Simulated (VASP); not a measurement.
# SiO2 (Ia-3d) in VASP: settings compared

Aim: see how the results for SiO2 move with the level of theory and the settings. Levels: PBE, r2SCAN. Tasks: electric field gradients.

All numbers are computed with VASP 6.6.1; they aren't measurements. Logs are shortened: lines on timing, memory, paths and dates and some standing lists are left out, and cuts for length are marked.

**1. The cell of the first run**

It takes space group Ia-3d (No. 230, cubic). The conventional cell has a = 10.131 Å, b = 10.131 Å, c = 10.131 Å, α = 90.00°, β = 90.00°, γ = 90.00°. Within 2.1 Å of Si (site symmetry -4) lie 4 O at 1.61 Å. O (site symmetry 2) has 2 Si at 1.61 Å within 2.1 Å.

**2. Electric field gradients, PBE**

Input file INCAR:

```
SYSTEM = SiO2
ALGO = Normal
EDIFF = 1E-8
ENCUT = 520
GGA = PE
ISIF = 2
ISMEAR = -1
LASPH = .True.
LCHARG = .False.
LEFG = .True.
LREAL = Auto
LUSENCCL = .False.
LWAVE = .False.
NBANDS = 120
NELM = 80
PREC = Accurate
SIGMA = 0.02
```

Input file KPOINTS:

```
k-points
0
Gamma
  4 4 4
  0 0 0
```

Input file POSCAR:

```
SiO2
1.0
   -5.0654257622      5.0654257622      5.0654257622
    5.0654257622     -5.0654257622      5.0654257622
    5.0654257622      5.0654257622     -5.0654257622
Si O
12 24
Direct
    0.1250000000      0.7500000000      0.8750000000
    0.7500000000      0.3750000000      0.6250000000
    0.6250000000      0.3750000000      0.2500000000
    0.7500000000      0.8750000000      0.1250000000
    0.1250000000      0.8750000000      0.2500000000
    0.2500000000      0.1250000000      0.8750000000
    0.8750000000      0.1250000000      0.7500000000
    0.3750000000      0.6250000000      0.7500000000
    0.3750000000      0.2500000000      0.6250000000
    0.8750000000      0.2500000000      0.1250000000
    0.2500000000      0.6250000000      0.3750000000
    0.6250000000      0.7500000000      0.3750000000
    0.3145468600      0.4072734300      0.6572734300
    0.3427265700      0.6854531400      0.5927265700
    0.2500000000      0.6572734300      0.8427265700
    0.4072734300      0.2500000000      0.0927265700
    0.1572734300      0.9072734300      0.8145468600
    0.2500000000      0.0927265700      0.4072734300
    0.5927265700      0.3427265700      0.6854531400
    0.1572734300      0.7500000000      0.3427265700
    0.9072734300      0.8145468600      0.1572734300
    0.4072734300      0.6572734300      0.3145468600
    0.7500000000      0.3427265700      0.1572734300
    0.5927265700      0.7500000000      0.9072734300
    0.6572734300      0.8427265700      0.2500000000
    0.3427265700      0.1572734300      0.7500000000
    0.9072734300      0.5927265700      0.7500000000
    0.6572734300      0.3145468600      0.4072734300
    0.0927265700      0.4072734300      0.2500000000
    0.0927265700      0.1854531400      0.8427265700
    0.7500000000      0.9072734300      0.5927265700
    0.8427265700      0.2500000000      0.6572734300
    0.1854531400      0.8427265700      0.0927265700
    0.8145468600      0.1572734300      0.9072734300
    0.8427265700      0.0927265700      0.1854531400
    0.6854531400      0.5927265700      0.3427265700
```

Potentials or basis: VASP PAW PBE potentials, release 64 (Si, O).

The run is started by

```sh
$ cat potpaw_PBE.64/Si/POTCAR potpaw_PBE.64/O/POTCAR > POTCAR
$ mpirun -np 1 vasp_std > vasp.out
```

OUTCAR:

```text
SYSTEM = SiO2
   EDIFF = 1E-8
   ENCUT = 520
   GGA = PE
   ISIF = 2
   ISMEAR = -1
   LASPH = .True.
   LREAL = Auto
   NELM = 80
   PREC = Accurate

 ion  position               nearest neighbor table
   1  0.125  0.750  0.875-  15 1.61  27 1.61  17 1.61  33 1.61   2 3.10   5 3.10   6 3.10   8 3.10

   2  0.750  0.375  0.625-  27 1.61  32 1.61  19 1.61  28 1.61   1 3.10   3 3.10   7 3.10   9 3.10

   3  0.625  0.375  0.250-  28 1.61  36 1.61  16 1.61  23 1.61   2 3.10   6 3.10  10 3.10  12 3.10
[... 41 lines left out ...]
  35  0.843  0.093  0.185-  10 1.61   4 1.61
  36  0.685  0.593  0.343-   3 1.61  12 1.61

  LATTYP: Found a body centered cubic cell.
 ALAT       =    10.1308515244

  Lattice vectors:

 A1 = (  -5.0654257622,   5.0654257622,   5.0654257622)
 A2 = (   5.0654257622,  -5.0654257622,   5.0654257622)
 A3 = (   5.0654257622,   5.0654257622,  -5.0654257622)

Analysis of symmetry for initial positions (statically):
=====================================================================
 Subroutine PRICEL returns:
 Original cell was already a primitive cell.

 Routine SETGRP: Setting up the symmetry group for a
 body centered cubic supercell.

 Subroutine GETGRP returns: Found 48 space group operations
 (whereof  6 operations were pure point group operations)
 out of a pool of 48 trial point group operations.

The static configuration has the point symmetry S_6 .
 The point group associated with its full space group is O_h .

Analysis of symmetry for dynamics (positions and initial velocities):
=====================================================================
 Subroutine PRICEL returns:
 Original cell was already a primitive cell.

 Routine SETGRP: Setting up the symmetry group for a
 body centered cubic supercell.

 Subroutine GETGRP returns: Found 48 space group operations
 (whereof  6 operations were pure point group operations)
 out of a pool of 48 trial point group operations.

The dynamic configuration has the point symmetry S_6 .
 The point group associated with its full space group is O_h .

[... 1091 lines left out ...]
 [bands above 108 left out]

------------------------ aborting loop because EDIFF is reached ----------------------------------------

  FORCE on cell =-STRESS in cart. coord.  units (eV):
  Direction    XX          YY          ZZ          XY          YZ          ZX
  --------------------------------------------------------------------------------------
  -------------------------------------------------------------------------------------
  Total       15.5079288     15.5079288     15.5079288     -0.0000000      0.0000000      0.0000000
  in kB       47.7921451     47.7921451     47.7921451     -0.0000000      0.0000000      0.0000000
  external PRESSURE =      47.7921451 kB  Pullay stress =       0.0000000 kB

 VOLUME and BASIS-vectors are now :
 -----------------------------------------------------------------------------
  energy-cutoff  :      520.00
  volume of cell :      519.89
      direct lattice vectors                 reciprocal lattice vectors
    -5.065425762  5.065425762  5.065425762     0.000000000  0.098708386  0.098708386
     5.065425762 -5.065425762  5.065425762     0.098708386  0.000000000  0.098708386
     5.065425762  5.065425762 -5.065425762     0.098708386  0.098708386  0.000000000

 POSITION                                       TOTAL-FORCE (eV/Angst)
 -----------------------------------------------------------------------------------
      7.59814      1.26636      0.00000        -0.000000      0.000000     -0.000000
      1.26636      5.06543      2.53271        -0.000000      0.000000     -0.000000
      0.00000      2.53271      3.79907        -0.000000      0.000000     -0.000000
      1.26636      0.00000      7.59814        -0.000000      0.000000     -0.000000
      5.06543     -2.53271      3.79907        -0.000000      0.000000     -0.000000
      3.79907      5.06543     -2.53271        -0.000000      0.000000     -0.000000
[... 28 lines left out ...]
     -2.85967      4.73847      3.79907         0.184398      0.184398     -0.000000
      1.26636      2.20576      4.73847        -0.000000      0.184398      0.184398
 -----------------------------------------------------------------------------------
    total drift:                               -0.000000     -0.000000      0.000000

  FREE ENERGIE OF THE ION-ELECTRON SYSTEM (eV)
  ---------------------------------------------------
  free  energy   TOTEN  =      -284.3256929709 eV

  energy  without entropy=     -284.3256929709  energy(sigma->0) =     -284.32569297

 Electric field gradients (V/A^2)
---------------------------------------------------------------------
 ion       V_xx      V_yy      V_zz      V_xy      V_xz      V_yz
---------------------------------------------------------------------
   1      -4.149     8.298    -4.149    -0.000    -0.000    -0.000
   2       8.298    -4.149    -4.149    -0.000    -0.000    -0.000
   3      -4.149    -4.149     8.298    -0.000    -0.000    -0.000
   4       8.298    -4.149    -4.149    -0.000    -0.000    -0.000
   5      -4.149    -4.149     8.298    -0.000    -0.000    -0.000
   6       8.298    -4.149    -4.149    -0.000    -0.000    -0.000
[... 28 lines left out ...]
  35     -21.966   -21.966    43.932   -18.819    46.639   -46.629
  36      43.932   -21.966   -21.966   -46.629    46.639   -18.819
---------------------------------------------------------------------

 Electric field gradients after diagonalization (V/A^2)
 (convention: |V_zz| > |V_xx| > |V_yy|)
----------------------------------------------------------------------
 ion       V_xx      V_yy      V_zz     asymmetry (V_yy - V_xx)/ V_zz
----------------------------------------------------------------------
   1      -4.149    -4.149     8.298       0.000
   2      -4.149    -4.149     8.298       0.000
   3      -4.149    -4.149     8.298       0.000
   4      -4.149    -4.149     8.298       0.000
   5      -4.149    -4.149     8.298       0.000
   6      -4.149    -4.149     8.298       0.000
[... 28 lines left out ...]
  35     -49.633   -40.785    90.418       0.098
  36     -49.633   -40.785    90.418       0.098
----------------------------------------------------------------------

           NMR quadrupolar parameters

 Cq : quadrupolar parameter    Cq=e*Q*V_zz/h
 eta: asymmetry parameters     (V_yy - V_xx)/ V_zz
 Q  : nuclear electric quadrupole moment in mb (millibarn)
----------------------------------------------------------------------
 ion       Cq(MHz)       eta       Q (mb)
----------------------------------------------------------------------
   1       0.020       0.000       1.000
   2       0.020       0.000       1.000
   3       0.020       0.000       1.000
   4       0.020       0.000       1.000
   5       0.020       0.000       1.000
   6       0.020       0.000       1.000
[... 28 lines left out ...]
  35       0.219       0.098       1.000
  36       0.219       0.098       1.000
----------------------------------------------------------------------
```

OSZICAR:

```text
N       E                     dE             d eps       ncg     rms          rms(c)
DAV:   1     0.135502596229E+04    0.13550E+04   -0.99135E+04  1936   0.146E+03
DAV:   2    -0.200116222406E+03   -0.15551E+04   -0.15164E+04  2336   0.343E+02
DAV:   3    -0.321854297787E+03   -0.12174E+03   -0.12116E+03  2272   0.104E+02
DAV:   4    -0.323945530398E+03   -0.20912E+01   -0.20856E+01  2280   0.146E+01
DAV:   5    -0.323996750282E+03   -0.51220E-01   -0.51174E-01  2280   0.213E+00    0.515E+01
DAV:   6    -0.284389550820E+03    0.39607E+02   -0.16991E+02  2128   0.359E+01    0.239E+01
DAV:   7    -0.284334236311E+03    0.55315E-01   -0.43587E+00  2472   0.541E+00    0.894E+00
DAV:   8    -0.284281098696E+03    0.53138E-01   -0.23340E-01  2240   0.186E+00    0.334E+00
DAV:   9    -0.284314442749E+03   -0.33344E-01   -0.11435E-01  2160   0.125E+00    0.657E-01
DAV:  10    -0.284325783308E+03   -0.11341E-01   -0.16513E-02  2088   0.365E-01    0.201E-01
DAV:  11    -0.284325619507E+03    0.16380E-03   -0.50141E-03  2256   0.216E-01    0.462E-02
DAV:  12    -0.284325672469E+03   -0.52962E-04   -0.13907E-04  2216   0.390E-02    0.368E-02
DAV:  13    -0.284325691059E+03   -0.18590E-04   -0.47248E-05  2168   0.215E-02    0.674E-03
DAV:  14    -0.284325692900E+03   -0.18415E-05   -0.20457E-06  2272   0.437E-03    0.184E-03
DAV:  15    -0.284325692993E+03   -0.92488E-07   -0.13398E-07  2208   0.130E-03    0.162E-03
DAV:  16    -0.284325692960E+03    0.32513E-07   -0.21929E-08  1512   0.449E-04    0.438E-04
DAV:  17    -0.284325692973E+03   -0.12856E-07   -0.97275E-09  1456   0.297E-04    0.149E-04
DAV:  18    -0.284325692971E+03    0.21837E-08   -0.13146E-09  1320   0.127E-04
   1 F= -.28432569E+03 E0= -.28432569E+03  d E =-.239133E-11
```

Wall time 2 min (1 × NVIDIA H100 80GB with 1 thread of AMD EPYC 7R13 (Zen 3), shared host); peak memory 1.7 GiB.

What came out:

| Quantity | Value |
| --- | --- |
| Free energy | -284.3257 eV |
| Pressure | 4.8 GPa |
| Largest force | 0.261 eV/Å |
| Band gap on the k mesh | 5.82 eV (least direct gap 5.83 eV) |
| Largest electric field gradient by atom | Si +8.3; O +90.4 V/Å² |

Forces in eV/Å, atoms in the order of the input:
```
Si   0.000  0.000  0.000
Si   0.000  0.000  0.000
Si   0.000  0.000  0.000
Si   0.000  0.000  0.000
Si   0.000  0.000  0.000
Si   0.000  0.000  0.000
Si   0.000  0.000  0.000
Si   0.000  0.000  0.000
Si   0.000  0.000  0.000
Si   0.000  0.000  0.000
Si   0.000  0.000  0.000
Si   0.000  0.000  0.000
O    0.000 -0.184 -0.184
O    0.184  0.000  0.184
O    0.000  0.184 -0.184
O    0.184  0.000 -0.184
O   -0.184 -0.184  0.000
O    0.000 -0.184  0.184
O    0.184  0.184  0.000
O    0.184  0.000 -0.184
O   -0.184  0.000 -0.184
O   -0.184 -0.184  0.000
O    0.000 -0.184  0.184
O   -0.184  0.000  0.184
O    0.184 -0.184  0.000
O   -0.184  0.184  0.000
O    0.184 -0.184  0.000
O   -0.184  0.000 -0.184
O   -0.184  0.184  0.000
O    0.184  0.000  0.184
O    0.000  0.184 -0.184
O   -0.184  0.000  0.184
O    0.000  0.184  0.184
O    0.000 -0.184 -0.184
O    0.184  0.184  0.000
O    0.000  0.184  0.184
```

Electric field gradients, principal values (V/Å²):
```
 atom    least   middle  greatest (by size)
 1 Si   -4.149   -4.149               8.298
 2 Si   -4.149   -4.149               8.298
 3 Si   -4.149   -4.149               8.298
 4 Si   -4.149   -4.149               8.298
 5 Si   -4.149   -4.149               8.298
 6 Si   -4.149   -4.149               8.298
 7 Si   -4.149   -4.149               8.298
 8 Si   -4.149   -4.149               8.298
 9 Si   -4.149   -4.149               8.298
10 Si   -4.149   -4.149               8.298
11 Si   -4.149   -4.149               8.298
12 Si   -4.149   -4.149               8.298
 13 O  -40.785  -49.633              90.418
 14 O  -40.785  -49.633              90.418
 15 O  -40.795  -49.620              90.415
 16 O  -40.795  -49.634              90.429
 17 O  -40.785  -49.633              90.418
 18 O  -40.795  -49.634              90.429
 19 O  -40.785  -49.633              90.418
 20 O  -40.795  -49.620              90.415
 21 O  -40.785  -49.633              90.418
 22 O  -40.785  -49.633              90.418
 23 O  -40.795  -49.620              90.415
 24 O  -40.795  -49.634              90.429
 25 O  -40.795  -49.620              90.415
 26 O  -40.795  -49.620              90.415
 27 O  -40.795  -49.634              90.429
 28 O  -40.785  -49.633              90.418
 29 O  -40.795  -49.634              90.429
 30 O  -40.785  -49.633              90.418
 31 O  -40.795  -49.634              90.429
 32 O  -40.795  -49.620              90.415
 33 O  -40.785  -49.633              90.418
 34 O  -40.785  -49.633              90.418
 35 O  -40.785  -49.633              90.418
 36 O  -40.785  -49.633              90.418
```

Caveat: the cell stands under pressure; without QUAD_EFG the Cq values of the log hold for a quadrupole moment of 1 mb, not for the nuclei. A k mesh can miss the band edges.

(Part 1 of 2 ends here.)
